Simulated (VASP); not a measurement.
# Re (P6_3/mmc) in VASP: further runs, part 3 of 3

VASP 6.6.1. Earlier steps stand in the parts before.

## (6) Single point, PBEsol (14.55 Å³/atom)

File INCAR:

```
SYSTEM = Re
PREC = Accurate
ENCUT = 520
EDIFF = 1E-7
ISMEAR = -1
SIGMA = 0.1
LREAL = .False.
LASPH = .True.
NELM = 100
ALGO = Normal
ISIF = 2
LWAVE = .False.
LCHARG = .False.
GGA = PS
NBANDS = 22
```

File KPOINTS:

```
Automatic mesh
0
Gamma
  15 15 4
  0 0 0
```

File POSCAR:

```
Re
1.0
    2.7526943619      0.0000000000      0.0000000000
   -1.3763471809      2.3839032463      0.0000000000
    0.0000000000      0.0000000000      8.8695871885
Re
4
Direct
    0.0000000000      1.0000000000      0.0000000000
    0.0000000000      1.0000000000      0.5000000000
    0.3333333333      0.6666666667      0.2500000000
    0.6666666667      0.3333333333      0.7500000000
```

Potentials or basis: VASP PAW PBE potentials, release 64 (Re).

Launch:

```bash
$ cat potpaw_PBE.64/Re/POTCAR > POTCAR
$ mpirun -np 1 vasp_std > vasp.out
```

OUTCAR:

```text
SYSTEM = Re
   PREC = Accurate
   ENCUT = 520
   EDIFF = 1E-7
   ISMEAR = -1
   LREAL = .False.
   LASPH = .True.
   NELM = 100
   ISIF = 2
   GGA = PS

 ion  position               nearest neighbor table
   1  0.000  0.000  0.000-   3 2.73   4 2.73   4 2.73   3 2.73   4 2.73   3 2.73
   2  0.000  0.000  0.500-   3 2.73   4 2.73   4 2.73   3 2.73   4 2.73   3 2.73
   3  0.333  0.667  0.250-   1 2.73   2 2.73   1 2.73   2 2.73   1 2.73   2 2.73
   4  0.667  0.333  0.750-   1 2.73   2 2.73   1 2.73   2 2.73   1 2.73   2 2.73

  LATTYP: Found a hexagonal cell.
 ALAT       =     2.7526943619
 C/A-ratio  =     3.2221474753

  Lattice vectors:

 A1 = (   2.7526943619,   0.0000000000,   0.0000000000)
 A2 = (  -1.3763471809,   2.3839032463,   0.0000000000)
 A3 = (   0.0000000000,   0.0000000000,   8.8695871885)

Analysis of symmetry for initial positions (statically):
=====================================================================
 Subroutine PRICEL returns:
 Original cell was already a primitive cell.

 Routine SETGRP: Setting up the symmetry group for a
 hexagonal supercell.

 Subroutine GETGRP returns: Found 24 space group operations
 (whereof 12 operations were pure point group operations)
[... 170 lines left out ...]

 val. band max:        7.9578998749   @ k =   0.4000   0.1333   0.2500
 cond. band min:       7.9747383707   @ k =   0.2000   0.0667   0.0000
 fundamental gap:      0.0168384958
 Fermi energy:         7.9677658623

 k-point     1 :       0.0000    0.0000    0.0000
  band No.  band energies     occupation
      1      -2.1194      2.00000
      2       0.2319      2.00000
      3       0.2966      2.00000
      4       1.1511      2.00000
      5       5.3783      2.00000
      6       5.4755      2.00000
[... 589 lines left out ...]
     21      14.4557      0.00000
     22      14.9505      0.00000

 [... further k-points ...]

------------------------ aborting loop because EDIFF is reached ----------------------------------------

  FORCE on cell =-STRESS in cart. coord.  units (eV):
  Direction    XX          YY          ZZ          XY          YZ          ZX
  --------------------------------------------------------------------------------------
  -------------------------------------------------------------------------------------
  Total        0.0209721      0.0209721      0.0912708      0.0000000      0.0000000      0.0000000
  in kB        0.5773012      0.5773012      2.5124203      0.0000000      0.0000000      0.0000000
  external PRESSURE =       1.2223409 kB  Pullay stress =       0.0000000 kB

 VOLUME and BASIS-vectors are now :
 -----------------------------------------------------------------------------
  energy-cutoff  :      520.00
  volume of cell :       58.20
      direct lattice vectors                 reciprocal lattice vectors
     2.752694362  0.000000000  0.000000000     0.363280433  0.209740056  0.000000000
    -1.376347181  2.383903246  0.000000000     0.000000000  0.419480112  0.000000000
     0.000000000  0.000000000  8.869587189     0.000000000  0.000000000  0.112744819

 POSITION                                       TOTAL-FORCE (eV/Angst)
 -----------------------------------------------------------------------------------
      0.00000      0.00000      0.00000        -0.000000      0.000000     -0.000000
      0.00000      0.00000      4.43479        -0.000000      0.000000     -0.000000
     -0.00000      1.58927      2.21740        -0.000000     -0.000000     -0.000000
      1.37635      0.79463      6.65219         0.000000      0.000000      0.000000
 -----------------------------------------------------------------------------------
    total drift:                                0.000000     -0.000000      0.000000

  FREE ENERGIE OF THE ION-ELECTRON SYSTEM (eV)
  ---------------------------------------------------
  free  energy   TOTEN  =       -53.5195974005 eV

  energy  without entropy=      -53.4244202303  energy(sigma->0) =      -53.47200882
```

OSZICAR:

```text
N       E                     dE             d eps       ncg     rms          rms(c)
DAV:   1     0.171479889115E+03    0.17148E+03   -0.12296E+04  6708   0.158E+03
DAV:   2    -0.301825080423E+02   -0.20166E+03   -0.18187E+03  6910   0.673E+02
DAV:   3    -0.544321929852E+02   -0.24250E+02   -0.20668E+02  6710   0.342E+02
DAV:   4    -0.562970934879E+02   -0.18649E+01   -0.16807E+01  5856   0.738E+01
DAV:   5    -0.565126727325E+02   -0.21558E+00   -0.20120E+00  6386   0.155E+01    0.642E+01
DAV:   6    -0.542863116946E+02    0.22264E+01   -0.22713E+00  5758   0.323E+01    0.266E+01
DAV:   7    -0.535417755262E+02    0.74454E+00   -0.17822E+00  6074   0.266E+01    0.108E+00
DAV:   8    -0.535313360268E+02    0.10439E-01   -0.10219E-01  6954   0.517E+00    0.583E-01
DAV:   9    -0.535207634434E+02    0.10573E-01   -0.23741E-02  6920   0.350E+00    0.321E-01
DAV:  10    -0.535195453957E+02    0.12180E-02   -0.29318E-03  6684   0.947E-01    0.521E-02
DAV:  11    -0.535195969644E+02   -0.51569E-04   -0.24749E-04  6458   0.244E-01    0.444E-02
DAV:  12    -0.535195977258E+02   -0.76144E-06   -0.35076E-05  6758   0.138E-01    0.161E-02
DAV:  13    -0.535195983505E+02   -0.62468E-06   -0.28352E-06  5776   0.238E-02    0.834E-03
DAV:  14    -0.535195974211E+02    0.92935E-06   -0.25368E-07  3676   0.752E-03    0.189E-03
DAV:  15    -0.535195974005E+02    0.20586E-07   -0.53838E-08  3282   0.732E-03
   1 F= -.53519597E+02 E0= -.53472009E+02  d E =-.951772E-01
```

stdout:

```text
POSCAR found type information on POSCAR Re
 POSCAR found :  1 types and       4 ions
 scaLAPACK will be used
 -----------------------------------------------------------------------------
|                                                                             |
|                                                                             |
|     You enforced a specific xc type in the INCAR file but a different       |
|     I HOPE YOU KNOW WHAT YOU ARE DOING!                                     |
|                                                                             |
 -----------------------------------------------------------------------------

 LDA part: xc-table for (Slater+PW92), standard interpolation
 POSCAR, INCAR and KPOINTS ok, starting setup
 FFT: planning ... GRIDC
 FFT: planning ... GRID_SOFT
 FFT: planning ... GRID
 WAVECAR not read
 entering main loop
```

Run time: 2.1 min. Hardware: 1 thread of Intel Xeon Platinum 8259CL at 2.50GHz (Skylake/Cascade Lake), shared host; peak memory 0.22 GiB.

Results:

| Property | Result |
| --- | --- |
| Free energy | -53.5196 eV |
| Pressure | 0.1 GPa |
| Band gap on the k mesh | zero (bands 14 and 15 overlap by 2.63 eV) |

Caveat: the PAW data sets were made with another functional, which shifts forces and pressure a little; spin-orbit coupling is left out, which moves the levels of the heavy elements.

## (7) Overview

| cell | k mesh | gap on the mesh (eV) | pressure (GPa) |
| --- | --- | --- | --- |
| a = 2.753, b = 2.753, c = 8.870 Å, angles 90.0, 90.0, 120.0°, 4 atoms | 13 × 13 × 4 | none | 0.1 |
| a = 2.638, b = 2.638, c = 8.500 Å, angles 90.0, 90.0, 120.0°, 4 atoms | 15 × 15 × 4 | none | 68.1 |
| a = 2.677, b = 2.677, c = 8.626 Å, angles 90.0, 90.0, 120.0°, 4 atoms | 15 × 15 × 4 | none | 40.4 |
| a = 2.715, b = 2.715, c = 8.750 Å, angles 90.0, 90.0, 120.0°, 4 atoms | 15 × 15 × 4 | none | 18.1 |
| a = 2.753, b = 2.753, c = 8.870 Å, angles 90.0, 90.0, 120.0°, 4 atoms | 15 × 15 × 4 | none | 0.1 |

Alike in all rows: task single point; level PBEsol; potentials or basis VASP PAW PBE potentials, release 64 (Re); no spin polarisation; cutoff (eV) 520; smearing fermi-dirac 0.1 eV.

Caveats: the PAW data sets were made with another functional, which shifts forces and pressure a little; spin-orbit coupling is left out, which moves the levels of the heavy elements; the cell stands under pressure (at least some runs).

Total energies depend on the potentials used, so only differences within one code and one set of settings carry meaning.

The gap in the log of VASP goes by the Fermi energy; the results here count the filled bands.